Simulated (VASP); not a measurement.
Wanted: the native input for a VASP 6.6.1 run.

* Task: relaxation of cell and atoms
* Functional: LDA
* Potentials or basis: VASP PAW LDA potentials, release 64 (Cr_pv)
* Cutoff: 600 eV
* k mesh: 10 × 10 × 10
* Occupations: gaussian, width 0.1 eV
* Spin: no spin polarisation
* Dipole correction: no
* Further INCAR settings: ALGO = Normal; EDIFF = 1e-06; IBRION = 2; EDIFFG = -0.05; NSW = 100; ISIF = 3

The structure of Cr lies in POSCAR:

```
Cr
1.0
   -1.4419500000      1.4419500000      1.4419500000
    1.4419500000     -1.4419500000      1.4419500000
    1.4419500000      1.4419500000     -1.4419500000
Cr
1
Direct
    0.0000000000      0.0000000000      0.0000000000
```

These files were run (other wordings do the same):

INCAR

```
PREC = Accurate
ENCUT = 600
EDIFF = 1E-6
ISMEAR = 0
SIGMA = 0.1
LREAL = F
LASPH = T
NELM = 80
ALGO = Normal
ISIF = 3
LWAVE = F
LCHARG = F
IBRION = 2
NSW = 100
EDIFFG = -0.05
```

KPOINTS

```
regular mesh
0
Gamma
  10 10 10
```

Potentials or basis: VASP PAW LDA potentials, release 64 (Cr_pv).

The run is started by

```console
$ cat potpaw_LDA.64/Cr_pv/POTCAR > POTCAR
$ mpirun -np 1 vasp_std > vasp.out
```

Results of the run:

```
Relaxed volume                         : 10.87 Å³/atom
Relaxed cell                           : a = 2.417 Å, b = 2.417 Å, c = 2.417 Å, α = 109.47°, β = 109.47°, γ = 109.47°
Space group after relaxing (to 0.05 Å) : Im-3m (No. 229)
Energy gained by relaxing              : 94.3 meV/atom
Ionic steps                            : 4
Pressure after relaxing                : -0.3 GPa
Band gap on the k mesh                 : zero (band 6 reaches 14.37 eV, above the bottom of band 7 at 10.68 eV)
```

Caveat: the run has no spin polarisation, though such a crystal can be magnetic.

Run time: 13 s on 1 thread of Intel(R) Xeon(R) Platinum 8259CL CPU @ 2.50GHz (Skylake/Cascade Lake), with other jobs on the host, peak memory 0.12 GiB.
